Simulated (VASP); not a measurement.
# Pd (Fm-3m) in VASP: notebook

Pd is run at these levels: PBEsol; tasks: relaxation of cell and atoms.

All numbers are computed with VASP 6.6.1; they aren't measurements. Logs are shortened: lines on timing, memory, paths and dates and some standing lists are left out, and cuts for length are marked.

## 1. The cell of the first run

It takes space group Fm-3m (No. 225, cubic). Conventional cell: a = 3.890 Å, b = 3.890 Å, c = 3.890 Å, α = 90.00°, β = 90.00°, γ = 90.00°. Pd (site symmetry m-3m) has 12 Pd at 2.75 Å within 3.6 Å.

## 2. Relaxation of cell and atoms, PBEsol, target pressure 10 GPa, at which the enthalpy is minimised

Contents of INCAR:

```
ALGO = Normal ; EDIFF = 1E-7
EDIFFG = -0.01 ; ENCUT = 500
GGA = PS ; GGA_COMPAT = False
IBRION = 2 ; ISIF = 3
ISMEAR = 0 ; LASPH = True
LCHARG = False ; LREAL = False
LWAVE = False ; NELM = 120
NELMIN = 4 ; NSW = 80
PREC = Accurate ; PSTRESS = 100.0
SIGMA = 0.1
```

Contents of KPOINTS:

```
k-points
0
Gamma
  10 10 10
```

Contents of POSCAR:

```
Pd
1.0
    0.0000000000      1.9450000000      1.9450000000
    1.9450000000      0.0000000000      1.9450000000
    1.9450000000      1.9450000000      0.0000000000
Pd
1
Direct
    0.0000000000      0.0000000000      0.0000000000
```

Potentials or basis: VASP PAW PBE potentials, release 64 (Pd).

Run with:

```console
cat potpaw_PBE.64/Pd/POTCAR > POTCAR
mpirun -np 1 vasp_std > vasp.out
```

OUTCAR:

```text
EDIFF = 1E-7
   EDIFFG = -0.01
   ENCUT = 500
   GGA = PS
   IBRION = 2
   ISIF = 3
   ISMEAR = 0
   LASPH = True
   LREAL = False
   NELM = 120
   NELMIN = 4
   NSW = 80
   PREC = Accurate
   PSTRESS = 100.0

 ion  position               nearest neighbor table
   1  0.000  0.000  0.000-

  LATTYP: Found a face centered cubic cell.
 ALAT       =     3.8900000000

  Lattice vectors:

 A1 = (   0.0000000000,   1.9450000000,   1.9450000000)
 A2 = (   1.9450000000,   0.0000000000,   1.9450000000)
 A3 = (   1.9450000000,   1.9450000000,   0.0000000000)

Analysis of symmetry for initial positions (statically):
=====================================================================
 Subroutine PRICEL returns:
 Original cell was already a primitive cell.

 Routine SETGRP: Setting up the symmetry group for a
 face centered cubic supercell.

 Subroutine GETGRP returns: Found 48 space group operations
 (whereof 48 operations were pure point group operations)
 out of a pool of 48 trial point group operations.

The static configuration has the point symmetry O_h .

Analysis of symmetry for dynamics (positions and initial velocities):
=====================================================================
 Subroutine PRICEL returns:
 Original cell was already a primitive cell.

 Routine SETGRP: Setting up the symmetry group for a
 face centered cubic supercell.

 Subroutine GETGRP returns: Found 48 space group operations
 (whereof 48 operations were pure point group operations)
 out of a pool of 48 trial point group operations.

The dynamic configuration has the point symmetry O_h .

 Subroutine INISYM returns: Found 48 space group operations
 (whereof 48 operations are pure point group operations),
 and found     1 'primitive' translations

----------------------------------------------------------------------------------------

                                     Primitive cell

  volume of cell :      14.7160

  direct lattice vectors                    reciprocal lattice vectors
     0.000000000  1.945000000  1.945000000    -0.257069409  0.257069409  0.257069409
     1.945000000  0.000000000  1.945000000     0.257069409 -0.257069409  0.257069409
     1.945000000  1.945000000  0.000000000     0.257069409  0.257069409 -0.257069409

  length of vectors
     2.750645379  2.750645379  2.750645379     0.445257277  0.445257277  0.445257277

[... 59 lines left out ...]
 [... further k-points ...]
   k-points           NKPTS =     47   k-points in BZ     NKDIM =     47   number of bands    NBANDS=      9
   number of dos      NEDOS =    301   number of ions     NIONS =      1
   total plane-waves  NPLWV =   8000
   dimension x,y,z NGX =    20 NGY =   20 NGZ =   20
   dimension x,y,z NGXF=    40 NGYF=   40 NGZF=   40
   ions per type =               1
   NGX,Y,Z   is equivalent  to a cutoff of  12.09, 12.09, 12.09 a.u.
   NGXF,Y,Z  is equivalent  to a cutoff of  24.18, 24.18, 24.18 a.u.
 SYSTEM =  unknown system
   PREC   = accura    normal or accurate (medium, high low for compatibility)
   ISTART =      0    job   : 0-new  1-cont  2-samecut
   ICHARG =      2    charge: 1-file 2-atom 10-const
   ISPIN  =      1    spin polarized calculation?
   LNONCOLLINEAR =      F non collinear calculations
   LSORBIT =      F    spin-orbit coupling
   LASPH  =      T    aspherical Exc in radial PAW
   ENCUT  =  500.0 eV  36.75 Ry    6.06 a.u.   5.02  5.02  5.02*2*pi/ulx,y,z
   NELM   =    120;   NELMIN=  4; NELMDL= -5     # of ELM steps
   EDIFF  = 0.1E-06   stopping-criterion for ELM
   LREAL  =      F    real-space projection
   EDIFFG = -.1E-01   stopping-criterion for IOM
   NSW    =     80    number of steps for IOM
   IBRION =      2    ionic relax: 0-MD 1-quasi-New 2-CG
   NFREE  =      1    steps in history (QN), initial steepest desc. (CG)
   ISIF   =      3    stress and relaxation
   ISYM   =      2    0-nonsym 1-usesym 2-fastsym
   POTIM  = 0.5000    time-step for ionic-motion
   TEBEG  =    0.0;   TEEND  =   0.0 temperature during run
   PSTRESS=  100.0 pullay stress
   NELECT =      10.0000    total number of electrons
   NUPDOWN=      -1.0000    fix difference up-down
   EMIN   =  10.00;   EMAX   =-10.00  energy-range for DOS
   EFERMI =   0.00;   METHOD = LEGACY
   ISMEAR =     0;   SIGMA  =   0.10  broadening in eV -4-tet -1-fermi 0-gaus
   EFERMI_NEDOS =   21; number of points for ismear=-14 and -15
   IALGO  =     38    algorithm
   IMIX   =      4    mixing-type and parameters
     AMIX     =   0.40;   BMIX     =  1.00
     AMIX_MAG =   1.60;   BMIX_MAG =  1.00
  volume/ion in A,a.u.               =      14.72        99.31
  Fermi-wavevector in a.u.,A,eV,Ry     =   1.439280  2.719844 28.184827  2.071526
  Thomas-Fermi vector in A             =   2.558153
   LORBIT       =      0    0 simple, 1 ext, 2 COOP (PROOUT), +10 PAW based schemes
   GGA     = PS    functional components
   LHFCALC =     F    Hartree Fock is set to
   AEXX    =    0.0000 exact exchange contribution
   IVDW    =     0    specifies the selected vdW correction
   LEPSILON=     F    determine dielectric tensor
   LRPA    =     F    only Hartree local field effects (RPA)
 conjugate gradient relaxation of ions
 non-spin polarized calculation
 Gauss-broadening in eV      SIGMA  =   0.10
  energy-cutoff  :      500.00
  volume of cell :       14.72
 maximum number of plane-waves:       388
   NGX =  9   NGY =  9   NGZ =  9

--------------------------------------- Ionic step        1  -------------------------------------------

 number of electron      10.0000000 magnetization

 Free energy of the ion-electron system (eV)
  ---------------------------------------------------
  ext. energy  EPLUGINS =         0.00000000
  ---------------------------------------------------
  free energy    TOTEN  =        -5.97677766 eV

  energy without entropy =       -5.96811952  energy(sigma->0) =       -5.97244859

 E-fermi :   9.6793     XC(G=0): -13.3933

 val. band max:        9.6665499586   @ k =  -0.4000   0.4000   0.0000
 cond. band min:       9.7105975822   @ k =   0.5000   0.2000   0.0000
 fundamental gap:      0.0440476236
 Fermi energy:         9.6792972201

 k-point     1 :       0.0000    0.0000    0.0000
  band No.  band energies     occupation
      1       2.4014      2.00000
      2       6.8023      2.00000
      3       6.8023      2.00000
      4       6.8023      2.00000
      5       8.4401      2.00000
      6       8.4401      2.00000
      7      26.7879      0.00000
      8      31.5696      0.00000
      9      31.5696      0.00000
[... 386 lines left out ...]
--------------------------------------- Ionic step        4  -------------------------------------------

 number of electron      10.0000004 magnetization

 Free energy of the ion-electron system (eV)
  ---------------------------------------------------
  ext. energy  EPLUGINS =         0.00000000
  ---------------------------------------------------
  free energy    TOTEN  =        -5.96046162 eV

  energy without entropy =       -5.95295336  energy(sigma->0) =       -5.95670749

 E-fermi :  10.6813     XC(G=0): -13.7468

 val. band max:       10.6680612925   @ k =   0.5000   0.1000   0.0000
 cond. band min:      10.7172126184   @ k =   0.5000   0.2000   0.0000
 fundamental gap:      0.0491513260
 Fermi energy:        10.6813201962

 k-point     1 :       0.0000    0.0000    0.0000
  band No.  band energies     occupation
      1       2.9396      2.00000
      2       7.5243      2.00000
      3       7.5243      2.00000
      4       7.5243      2.00000
      5       9.3202      2.00000
      6       9.3202      2.00000
      7      27.7847      0.00000
      8      32.8932      0.00000
      9      32.8932      0.00000
[... 308 lines left out ...]
  energy  without entropy=       -5.9529533612  energy(sigma->0) =       -5.95670749

  enthalpy is  TOTEN    =        -5.0923804885 eV   P V=        0.8680811307

 reached required accuracy - stopping structural energy minimisation
```

OSZICAR:

```text
N       E                     dE             d eps       ncg     rms          rms(c)
DAV:   1     0.400470362515E+02    0.40047E+02   -0.52773E+03   846   0.102E+03
DAV:   2    -0.592984670518E+01   -0.45977E+02   -0.44734E+02   916   0.198E+02
DAV:   3    -0.634919536984E+01   -0.41935E+00   -0.41780E+00  1025   0.215E+01
DAV:   4    -0.635113814762E+01   -0.19428E-02   -0.19427E-02   951   0.137E+00
[... 31 lines left out ...]
DAV:   1    -0.596081181800E+01    0.11140E-02   -0.73319E-03   858   0.984E-01    0.132E-01
DAV:   2    -0.596046266737E+01    0.34915E-03   -0.15873E-03   851   0.374E-01    0.328E-02
DAV:   3    -0.596045966430E+01    0.30031E-05   -0.22498E-05  1037   0.378E-02    0.185E-02
DAV:   4    -0.596046161408E+01   -0.19498E-05   -0.43128E-06   938   0.176E-02    0.121E-03
DAV:   5    -0.596046161927E+01   -0.51937E-08   -0.36167E-08   746   0.183E-03
   4 F= -.50923805E+01 E0= -.50886264E+01  d E =-.341009E-01
```

It took 8 s on 1 thread of Intel Xeon 6975P-C (Granite Rapids), shared host; peak memory 0.13 GiB.

Results:

```
Free energy                                                : -5.9605 eV
Relaxed volume                                             : 13.91 Å³/atom
Relaxed cell                                               : a = 2.699 Å, b = 2.699 Å, c = 2.699 Å, α = 60.00°, β = 60.00°, γ = 60.00°
Space group after relaxing (to 0.1 Å)                      : Fm-3m (No. 225)
Energy change on relaxing (the run minimises the enthalpy) : +16.3 meV/atom
Ionic steps                                                : 4
Pressure after relaxing                                    : 9.9 GPa
Band gap on the k mesh                                     : zero (bands 5 and 6 overlap by 1.74 eV)
```

The path:
```
step  energy change (eV)  largest force (eV/Å)  pressure (GPa)  volume (Å³)
   1              0.0000                0.0000           -2.66        14.72
   2              0.2830                0.0000           50.41        12.38
   3              0.0149                0.0000            9.45        13.93
   4              0.0163                0.0000            9.89        13.91
```

Final structure:
```yaml
crystal:
  lattice:
    - [0.00000, 1.90874, 1.90874]
    - [1.90874, 0.00000, 1.90874]
    - [1.90874, 1.90874, 0.00000]
  atoms:
    - { symbol: Pd, position: [0.00000, 0.00000, 0.00000] }
```

Levels at points of the mesh, in eV from the Fermi level:
| k point | band 2 | band 3 | band 4 | band 5 | band 6 | band 7 | band 8 | band 9 |
| --- | --- | --- | --- | --- | --- | --- | --- | --- |
| (0.00, 0.00, 0.00) | -3.16 | -3.16 | -3.16 | -1.36 | -1.36 | 17.10 | 22.21 | 22.21 |
| (0.50, 0.00, 0.00) | -3.21 | -3.21 | -0.03 | -0.03 | 0.76 | 7.73 | 16.48 | 21.55 |
| (0.50, 0.50, 0.00) | -5.66 | -0.06 | 0.32 | 0.32 | 3.22 | 11.32 | 13.40 | 13.40 |

Caveat: the cell is relaxed towards a set pressure, so the run minimises the enthalpy, not the energy; the PAW data sets were made with another functional, which shifts forces and pressure a little.

(Part 1 of 2 ends here.)
